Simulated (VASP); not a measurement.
# NiO (Fm-3m) in VASP: settings compared

Aim: see how the results for NiO move with the level of theory and the settings. Levels: PBE+U, LDA, PBEsol. Tasks: electric field gradients, vibrations by perturbation theory.

Program: VASP 6.6.1. These are calculated values, not measurements. Logs are shortened: lines on timing, memory, paths and dates and some standing lists are left out, and cuts for length are marked.

## (1) The cell of the first run

It takes space group Fm-3m (No. 225, cubic). The conventional cell has a = 4.172 Å, b = 4.172 Å, c = 4.172 Å, α = 90.00°, β = 90.00°, γ = 90.00°. Ni (site symmetry m-3m) has 6 O at 2.09 Å within 2.8 Å. O (site symmetry m-3m) has 6 Ni at 2.09 Å within 2.8 Å.

## (2) Electric field gradients, PBE+U, collinear spin, ferromagnetic start

Input file INCAR:

```
PREC = Accurate
ENCUT = 520
EDIFF = 1E-8
ISMEAR = 0
SIGMA = 0.1
LREAL = F
LASPH = T
NELM = 150
ALGO = Normal
ISIF = 2
LWAVE = F
LCHARG = F
ISPIN = 2
MAGMOM = 1 0
LORBIT = 11
LMAXMIX = 4
LDAU = T
LDAUTYPE = 2
LDAUL = 2 -1
LDAUU = 1 0
LDAUJ = 0 0
LDAUPRINT = 1
GGA = PE
LEFG = T
NBANDS = 19
```

Input file KPOINTS:

```
Automatic mesh
0
Gamma
  11 11 11
```

Input file POSCAR:

```
NiO
1.0
    0.0000000000      2.0859016414      2.0859016414
    2.0859016414      0.0000000000      2.0859016414
    2.0859016414      2.0859016414      0.0000000000
Ni O
1 1
Direct
    0.0000000000      0.0000000000      0.0000000000
    0.5000000000      0.5000000000      0.5000000000
```

Potentials or basis: VASP PAW PBE potentials, release 64 (Ni, O).

Command:

```
> cat potpaw_PBE.64/Ni/POTCAR potpaw_PBE.64/O/POTCAR > POTCAR
> mpirun -np 1 vasp_std > vasp.out
```

OUTCAR:

```text
PREC = Accurate
   ENCUT = 520
   EDIFF = 1E-8
   ISMEAR = 0
   LREAL = F
   LASPH = T
   NELM = 150
   ISIF = 2
   ISPIN = 2
   LORBIT = 11
   GGA = PE

 ion  position               nearest neighbor table
   1  0.000  0.000  0.000-   2 2.09   2 2.09   2 2.09   2 2.09   2 2.09   2 2.09
   2  0.500  0.500  0.500-   1 2.09   1 2.09   1 2.09   1 2.09   1 2.09   1 2.09

  LATTYP: Found a face centered cubic cell.
 ALAT       =     4.1718032828

  Lattice vectors:

 A1 = (   0.0000000000,   2.0859016414,   2.0859016414)
 A2 = (   2.0859016414,   0.0000000000,   2.0859016414)
 A3 = (   2.0859016414,   2.0859016414,   0.0000000000)

Analysis of symmetry for initial positions (statically):
=====================================================================
 Subroutine PRICEL returns:
 Original cell was already a primitive cell.

 Routine SETGRP: Setting up the symmetry group for a
 face centered cubic supercell.

 Subroutine GETGRP returns: Found 48 space group operations
 (whereof 48 operations were pure point group operations)
 out of a pool of 48 trial point group operations.

The static configuration has the point symmetry O_h .

Analysis of symmetry for dynamics (positions and initial velocities):
=====================================================================
 Subroutine PRICEL returns:
 Original cell was already a primitive cell.

 Routine SETGRP: Setting up the symmetry group for a
 face centered cubic supercell.

 Subroutine GETGRP returns: Found 48 space group operations
 (whereof 48 operations were pure point group operations)
 out of a pool of 48 trial point group operations.

The dynamic configuration has the point symmetry O_h .

Analysis of structural, dynamic, and magnetic symmetry:
=====================================================================
 Subroutine PRICEL returns:
 Original cell was already a primitive cell.

 Routine SETGRP: Setting up the symmetry group for a
 face centered cubic supercell.

 Subroutine GETGRP returns: Found 48 space group operations
 (whereof 48 operations were pure point group operations)
 out of a pool of 48 trial point group operations.

The overall configuration has the point symmetry O_h .

 Subroutine INISYM returns: Found 48 space group operations
 (whereof 48 operations are pure point group operations),
 and found     1 'primitive' translations

----------------------------------------------------------------------------------------

                                     Primitive cell

  volume of cell :      18.1515

  direct lattice vectors                    reciprocal lattice vectors
     0.000000000  2.085901641  2.085901641    -0.239704495  0.239704495  0.239704495
     2.085901641  0.000000000  2.085901641     0.239704495 -0.239704495  0.239704495
     2.085901641  2.085901641  0.000000000     0.239704495  0.239704495 -0.239704495

  length of vectors
     2.949910391  2.949910391  2.949910391     0.415180364  0.415180364  0.415180364

  position of ions in fractional coordinates (direct lattice)
     0.000000000  0.000000000  0.000000000
     0.500000000  0.500000000  0.500000000

  ion indices of the primitive-cell ions
   primitive index   ion index
                 1           1
                 2           2

----------------------------------------------------------------------------------------

 KPOINTS: Automatic mesh

Automatic generation of k-mesh.
 Grid dimensions read from file:
 generate k-points for:   11   11   11

 Generating k-lattice:

  Cartesian coordinates                     Fractional coordinates (reciprocal lattice)
    -0.021791318  0.021791318  0.021791318     0.090909091  0.000000000  0.000000000
     0.021791318 -0.021791318  0.021791318     0.000000000  0.090909091  0.000000000
     0.021791318  0.021791318 -0.021791318     0.000000000  0.000000000  0.090909091

  Length of vectors
     0.037743669  0.037743669  0.037743669

  Shift w.r.t. Gamma in fractional coordinates (k-lattice)
     0.000000000  0.000000000  0.000000000

[... 54 lines left out ...]
   IBRION =     -1    ionic relax: 0-MD 1-quasi-New 2-CG
   NFREE  =      0    steps in history (QN), initial steepest desc. (CG)
   ISIF   =      2    stress and relaxation
   ISYM   =      2    0-nonsym 1-usesym 2-fastsym
   POTIM  = 0.5000    time-step for ionic-motion
   TEBEG  =    0.0;   TEEND  =   0.0 temperature during run
   PSTRESS=    0.0 pullay stress
   NELECT =      16.0000    total number of electrons
   NUPDOWN=      -1.0000    fix difference up-down
   EMIN   =  10.00;   EMAX   =-10.00  energy-range for DOS
   EFERMI =   0.00;   METHOD = LEGACY
   ISMEAR =     0;   SIGMA  =   0.10  broadening in eV -4-tet -1-fermi 0-gaus
   EFERMI_NEDOS =   21; number of points for ismear=-14 and -15
   IALGO  =     38    algorithm
   IMIX   =      4    mixing-type and parameters
     AMIX     =   0.40;   BMIX     =  1.00
     AMIX_MAG =   1.60;   BMIX_MAG =  1.00
  volume/ion in A,a.u.               =       9.08        61.25
  Fermi-wavevector in a.u.,A,eV,Ry     =   1.569680  2.966264 33.523312  2.463894
  Thomas-Fermi vector in A             =   2.671526
   LORBIT       =     11    0 simple, 1 ext, 2 COOP (PROOUT), +10 PAW based schemes
 LDA+U is selected, type is set to LDAUTYPE =  2
   angular momentum for each species LDAUL =     2   -1
   U (eV)           for each species LDAUU =   1.0  0.0
   J (eV)           for each species LDAUJ =   0.0  0.0
   GGA     = PE    functional components
   LHFCALC =     F    Hartree Fock is set to
   AEXX    =    0.0000 exact exchange contribution
   IVDW    =     0    specifies the selected vdW correction
   LEPSILON=     F    determine dielectric tensor
   LRPA    =     F    only Hartree local field effects (RPA)
 spin polarized calculation
 Gauss-broadening in eV      SIGMA  =   0.10
  energy-cutoff  :      520.00
  volume of cell :       18.15
 maximum number of plane-waves:       531
 NGX is ok and might be reduce to    24
   NGX = 11   NGY = 11   NGZ = 11

atom =   1  type =  1  l = 2

 onsite density matrix

spin component  1

  0.9676  0.0000 -0.0000 -0.0000  0.0000
  0.0000  0.9676 -0.0000 -0.0000 -0.0000
 -0.0000 -0.0000  1.0110 -0.0000  0.0000
 -0.0000 -0.0000 -0.0000  0.9676  0.0000
  0.0000 -0.0000  0.0000  0.0000  1.0110

spin component  2

  0.9604  0.0000 -0.0000 -0.0000  0.0000
  0.0000  0.9604 -0.0000 -0.0000 -0.0000
 -0.0000 -0.0000  0.2210 -0.0000 -0.0000
 -0.0000 -0.0000 -0.0000  0.9604 -0.0000
  0.0000 -0.0000 -0.0000 -0.0000  0.2210

 occupancies and eigenvectors

  o =  0.2210  v =  0.0000  0.0000  0.0000  0.0000  0.0000  0.0000 -0.0000  1.0000  0.0000  0.0023      0.0000  0.0000  0.0000  0.0000  0.0000  0.0000  0.0000  0.0000  0.0000  0.0000
  o =  0.2210  v =  0.0000  0.0000  0.0000  0.0000  0.0000  0.0000  0.0000 -0.0023 -0.0000  1.0000      0.0000  0.0000  0.0000  0.0000  0.0000  0.0000  0.0000  0.0000  0.0000  0.0000
  o =  0.9604  v =  0.0000  0.0000  0.0000  0.0000  0.0000  1.0000  0.0000  0.0000  0.0000  0.0000      0.0000  0.0000  0.0000  0.0000  0.0000  0.0000  0.0000  0.0000  0.0000  0.0000
  o =  0.9604  v =  0.0000  0.0000  0.0000  0.0000  0.0000  0.0000 -0.8950 -0.0000 -0.4461  0.0000      0.0000  0.0000  0.0000  0.0000  0.0000  0.0000  0.0000  0.0000  0.0000  0.0000
  o =  0.9604  v =  0.0000  0.0000  0.0000  0.0000  0.0000  0.0000  0.4461  0.0000 -0.8950  0.0000      0.0000  0.0000  0.0000  0.0000  0.0000  0.0000  0.0000  0.0000  0.0000  0.0000
  o =  0.9676  v =  1.0000  0.0000  0.0000  0.0000  0.0000  0.0000  0.0000  0.0000  0.0000  0.0000      0.0000  0.0000  0.0000  0.0000  0.0000  0.0000  0.0000  0.0000  0.0000  0.0000
  o =  0.9676  v =  0.0000  0.9990 -0.0000  0.0446 -0.0000  0.0000  0.0000  0.0000  0.0000  0.0000      0.0000  0.0000  0.0000  0.0000  0.0000  0.0000  0.0000  0.0000  0.0000  0.0000
  o =  0.9676  v =  0.0000 -0.0446  0.0000  0.9990 -0.0000  0.0000  0.0000  0.0000  0.0000  0.0000      0.0000  0.0000  0.0000  0.0000  0.0000  0.0000  0.0000  0.0000  0.0000  0.0000
  o =  1.0110  v =  0.0000 -0.0000 -1.0000  0.0000  0.0040  0.0000  0.0000  0.0000  0.0000  0.0000      0.0000  0.0000  0.0000  0.0000  0.0000  0.0000  0.0000  0.0000  0.0000  0.0000
  o =  1.0110  v =  0.0000  0.0000  0.0040  0.0000  1.0000  0.0000  0.0000  0.0000  0.0000  0.0000      0.0000  0.0000  0.0000  0.0000  0.0000  0.0000  0.0000  0.0000  0.0000  0.0000

 number of electron      16.0000001 magnetization       1.9749382

 Free energy of the ion-electron system (eV)
  ---------------------------------------------------
  ext. energy  EPLUGINS =         0.00000000
  ---------------------------------------------------
  free energy    TOTEN  =       -11.16714416 eV

  energy without entropy =      -11.16561639  energy(sigma->0) =      -11.16638027

 E-fermi :   7.8620     XC(G=0): -12.6906

 val. band max:        7.8464775180   @ k =   0.4545   0.0000   0.0000
 cond. band min:       7.9085132964   @ k =   0.2727   0.2727   0.0000
 fundamental gap:      0.0620357784
 Fermi energy:         7.8620054057

 spin component 1

 k-point     1 :       0.0000    0.0000    0.0000
  band No.  band energies     occupation
      1     -12.3405      1.00000
      2       3.9864      1.00000
      3       3.9864      1.00000
      4       4.6430      1.00000
      5       4.6431      1.00000
      6       4.6431      1.00000
[... 1049 lines left out ...]
     18      39.4294      0.00000
     19      40.0566      0.00000

 [... further k-points ...]

------------------------ aborting loop because EDIFF is reached ----------------------------------------

  FORCE on cell =-STRESS in cart. coord.  units (eV):
  Direction    XX          YY          ZZ          XY          YZ          ZX
  --------------------------------------------------------------------------------------
  -------------------------------------------------------------------------------------
  Total        0.8922994      0.8922994      0.8922994     -0.0000000     -0.0000000      0.0000000
  in kB       78.7607270     78.7607270     78.7607270     -0.0000000     -0.0000000      0.0000000
  external PRESSURE =      78.7607270 kB  Pullay stress =       0.0000000 kB

 VOLUME and BASIS-vectors are now :
 -----------------------------------------------------------------------------
  energy-cutoff  :      520.00
  volume of cell :       18.15
      direct lattice vectors                 reciprocal lattice vectors
     0.000000000  2.085901641  2.085901641    -0.239704495  0.239704495  0.239704495
     2.085901641  0.000000000  2.085901641     0.239704495 -0.239704495  0.239704495
     2.085901641  2.085901641  0.000000000     0.239704495  0.239704495 -0.239704495

 POSITION                                       TOTAL-FORCE (eV/Angst)
 -----------------------------------------------------------------------------------
      0.00000      0.00000      0.00000         0.000000     -0.000000      0.000000
      2.08590      2.08590      2.08590        -0.000000      0.000000     -0.000000
 -----------------------------------------------------------------------------------
    total drift:                                0.000000     -0.000000     -0.000000

  FREE ENERGIE OF THE ION-ELECTRON SYSTEM (eV)
  ---------------------------------------------------
  free  energy   TOTEN  =       -11.1671441564 eV

  energy  without entropy=      -11.1656163901  energy(sigma->0) =      -11.16638027

 Electric field gradients (V/A^2)
---------------------------------------------------------------------
 ion       V_xx      V_yy      V_zz      V_xy      V_xz      V_yz
---------------------------------------------------------------------
   1      -0.000    -0.000     0.000    -0.002    -0.002    -0.002
   2      -0.000    -0.000     0.000    -0.002    -0.002    -0.002
---------------------------------------------------------------------

 Electric field gradients after diagonalization (V/A^2)
 (convention: |V_zz| > |V_xx| > |V_yy|)
----------------------------------------------------------------------
 ion       V_xx      V_yy      V_zz     asymmetry (V_yy - V_xx)/ V_zz
----------------------------------------------------------------------
   1       0.002     0.002    -0.004       0.000
   2       0.002     0.002    -0.003       0.000
----------------------------------------------------------------------

           NMR quadrupolar parameters

 Cq : quadrupolar parameter    Cq=e*Q*V_zz/h
 eta: asymmetry parameters     (V_yy - V_xx)/ V_zz
 Q  : nuclear electric quadrupole moment in mb (millibarn)
----------------------------------------------------------------------
 ion       Cq(MHz)       eta       Q (mb)
----------------------------------------------------------------------
   1      -0.000       0.000       1.000
   2      -0.000       0.000       1.000
----------------------------------------------------------------------

 total charge

# of ion       s       p       d       tot
------------------------------------------
    1        0.338   0.414   8.223   8.975
    2        1.552   3.450   0.000   5.003
--------------------------------------------------
tot          1.890   3.865   8.223  13.978

 magnetization (x)

# of ion       s       p       d       tot
------------------------------------------
    1        0.011   0.015   1.602   1.628
    2        0.028   0.273   0.000   0.301
--------------------------------------------------
tot          0.040   0.288   1.602   1.930
```

Run time: 25 s. Hardware: 1 thread of Intel Xeon 6975P-C (Granite Rapids), shared host; peak memory 0.16 GiB.

Results:

| Item | Value |
| --- | --- |
| Free energy | -11.1671 eV |
| Pressure | 7.9 GPa |
| Band gap on the k mesh | zero (filled and empty bands overlap) |
| Net moment | 1.97 μB per cell |
| Site moments | Ni +1.63; O +0.30 μB |
| Largest electric field gradient by atom | zero within the noise of the run |
| Valence electrons inside the program's atomic spheres | Ni 8.97; O 5.00 |

Eigenvalues of the final occupation matrices:
```
    site  spin  trace               eigenvalues
site 1 d     1   4.92  0.97 0.97 0.97 1.01 1.01
site 1 d     2   3.32  0.22 0.22 0.96 0.96 0.96
```

Caveat: the cell stands under pressure; a cell with one magnetic atom can't hold antiferromagnetic order, which such compounds often take. The state reached can hang on the start; a lower one may exist.

## (3) Vibrations by perturbation theory, LDA, collinear spin, ferromagnetic start

Input file INCAR:

```
SYSTEM = NiO
PREC = Accurate
ENCUT = 520
EDIFF = 1E-8
ISMEAR = -1
SIGMA = 0.05
LREAL = .FALSE.
LASPH = .TRUE.
NELM = 150
ALGO = Normal
ISIF = 2
LWAVE = .FALSE.
LCHARG = .FALSE.
ISPIN = 2
MAGMOM = 1 0
LORBIT = 11
LMAXMIX = 4
NBANDS = 19
IBRION = 8
NSW = 1
```

Input file KPOINTS:

```
regular mesh
0
G
  8 8 8
  0 0 0
```

POSCAR is that of step 2.

Potentials or basis: VASP PAW LDA potentials, release 64 (Ni, O).

Command:

```
> cat potpaw_LDA.64/Ni/POTCAR potpaw_LDA.64/O/POTCAR > POTCAR
> mpirun -np 1 vasp_std > vasp.out
```

OUTCAR:

```text
SYSTEM = NiO
   PREC = Accurate
   ENCUT = 520
   EDIFF = 1E-8
   ISMEAR = -1
   LREAL = .FALSE.
   LASPH = .TRUE.
   NELM = 150
   ISIF = 2
   ISPIN = 2
   LORBIT = 11
   IBRION = 8
   NSW = 1

 ion  position               nearest neighbor table
   1  0.000  0.000  0.000-   2 2.09   2 2.09   2 2.09   2 2.09   2 2.09   2 2.09
   2  0.500  0.500  0.500-   1 2.09   1 2.09   1 2.09   1 2.09   1 2.09   1 2.09

  LATTYP: Found a face centered cubic cell.
 ALAT       =     4.1718032828

  Lattice vectors:

 A1 = (   0.0000000000,   2.0859016414,   2.0859016414)
 A2 = (   2.0859016414,   0.0000000000,   2.0859016414)
 A3 = (   2.0859016414,   2.0859016414,   0.0000000000)

Analysis of symmetry for initial positions (statically):
=====================================================================
 Subroutine PRICEL returns:
 Original cell was already a primitive cell.

 Routine SETGRP: Setting up the symmetry group for a
 face centered cubic supercell.

[... 1314 lines left out ...]
  y     0.00000     0.00000     0.00000     0.00000     0.00000     0.00000
  z     0.00000     0.00000     0.00000     0.00000     0.00000     0.00000

 SECOND DERIVATIVES (NOT SYMMETRIZED)
 ------------------------------------
               1X          1Y          1Z          2X          2Y          2Z
  1X    -2.869297    0.000000    0.000000    2.869297    0.000000    0.000000
  1Y     0.000000   -2.869297    0.000000    0.000000    2.869297    0.000000
  1Z     0.000000    0.000000   -2.869297    0.000000    0.000000    2.869297
  2X     2.873112    0.000000    0.000000   -2.873112    0.000000    0.000000
  2Y     0.000000    2.873112    0.000000    0.000000   -2.873112    0.000000
  2Z     0.000000    0.000000    2.873112    0.000000    0.000000   -2.873112

 Eigenvectors and eigenvalues of the dynamical matrix
 ----------------------------------------------------

   1 f  =    7.472303 THz    46.949862 2PiTHz  249.249184 cm-1    30.902946 meV
             X         Y         Z           dx          dy          dz
      0.000000  0.000000  0.000000     0.000000    0.462596    0.000000
      2.085902  2.085902  2.085902     0.000000   -0.886569    0.000000
[... 21 lines left out ...]
   6 f/i=    0.002036 THz     0.012791 2PiTHz    0.067907 cm-1     0.008419 meV
             X         Y         Z           dx          dy          dz
      0.000000  0.000000  0.000000     0.000000    0.000000    0.886569
      2.085902  2.085902  2.085902     0.000000    0.000000    0.462596

--------------------------------------------------------------------------------------------------------

 ELASTIC MODULI CONTR FROM IONIC RELAXATION (kBar)
 Direction    XX          YY          ZZ          XY          YZ          ZX
 --------------------------------------------------------------------------------
 XX           0.0000      0.0000      0.0000      0.0000      0.0000      0.0000
 YY           0.0000      0.0000      0.0000      0.0000      0.0000      0.0000
 ZZ           0.0000      0.0000      0.0000      0.0000      0.0000      0.0000
 XY           0.0000      0.0000      0.0000      0.0000      0.0000      0.0000
 YZ           0.0000      0.0000      0.0000      0.0000      0.0000      0.0000
 ZX           0.0000      0.0000      0.0000      0.0000      0.0000      0.0000
 --------------------------------------------------------------------------------

 total charge

# of ion       s       p       d       tot
------------------------------------------
    1        0.332   0.399   8.350   9.081
    2        1.559   3.342   0.000   4.901
--------------------------------------------------
tot          1.891   3.741   8.350  13.982

 magnetization (x)

# of ion       s       p       d       tot
------------------------------------------
    1        0.007   0.008   0.539   0.554
    2        0.012   0.082   0.000   0.094
--------------------------------------------------
tot          0.018   0.090   0.539   0.648
```

stdout:

```text
POSCAR found type information on POSCAR NiO
 POSCAR found :  2 types and       2 ions
 scaLAPACK will be used
 LDA part: xc-table for (Slater(with rela. corr.)+CA(PZ))
 , standard interpolation
 POSCAR, INCAR and KPOINTS ok, starting setup
 FFT: planning ... GRIDC
 FFT: planning ... GRID_SOFT
 FFT: planning ... GRID
 WAVECAR not read
 entering main loop
 Linear response reoptimize wavefunctions to high precision
 Linear response DOF=           2
 Linear response progress:
 first order change of Fermi-energy  -0.20955E-03
 force on displaced ion       1 direction 1 :  -2.869   0.000   0.000
 Linear response progress:
 first order change of Fermi-energy   0.12086E-02
 force on displaced ion       2 direction 1 :  -2.873   0.000   0.000
 Linear response finished
```

It took 3.1 min on 1 thread of Intel Xeon 8259CL, shared host; peak memory 0.21 GiB.

Results:

```
Net moment                                              : 0.67 μB per cell
Site moments                                            : Ni +0.55; O +0.09 μB
Valence electrons inside the program's atomic spheres   : Ni 9.08; O 4.90
Highest phonon frequency at Γ, LO-TO splitting left out : 249 cm⁻¹
```

Phonon frequencies in cm⁻¹ (negative: imaginary):
| q point | frequencies |
| --- | --- |
| (0.000, 0.000, 0.000) | 0 0 0 249 249 249 |

Caveat: the cell stands under pressure or tension, which shifts response properties; a cell with one magnetic atom can't hold antiferromagnetic order, which such compounds often take.

[end of part 1 of 2]
